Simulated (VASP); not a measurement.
Input of a VASP 6.6.1 run:

The input INCAR:

```
PREC = Accurate ; ENCUT = 520
EDIFF = 1E-6 ; ISMEAR = 0
SIGMA = 0.15 ; LREAL = F
LASPH = T ; NELM = 100
ALGO = Normal ; ISIF = 2
LWAVE = F ; LCHARG = T
GGA = CA ; LELF = T
LVHAR = T ; NBANDS = 14
```

KPOINTS

```
regular mesh
0
Gamma
  22 22 22
```

The input POSCAR:

```
Rh
1.0
    0.0000000000      1.9490887500      1.9490887500
    1.9490887500      0.0000000000      1.9490887500
    1.9490887500      1.9490887500      0.0000000000
Rh
1
Direct
    0.0000000000      0.0000000000      0.0000000000
```

Potentials or basis: VASP PAW LDA potentials, release 64 (Rh_pv).

Launch:

```bash
$ cat potpaw_LDA.64/Rh_pv/POTCAR > POTCAR
$ mpirun -np 1 vasp_std > vasp.out
```

(1) Estimate the band gap on the k mesh.

(2) Predict the pressure.

Results:

(1) zero (an odd number of electrons rules out a gap without spin polarisation).

(2) -26.2 GPa.

Caveat: the cell differs from its parent crystal (strain +0.025 along x and y, +0.025 along z); the cell stands under tension.
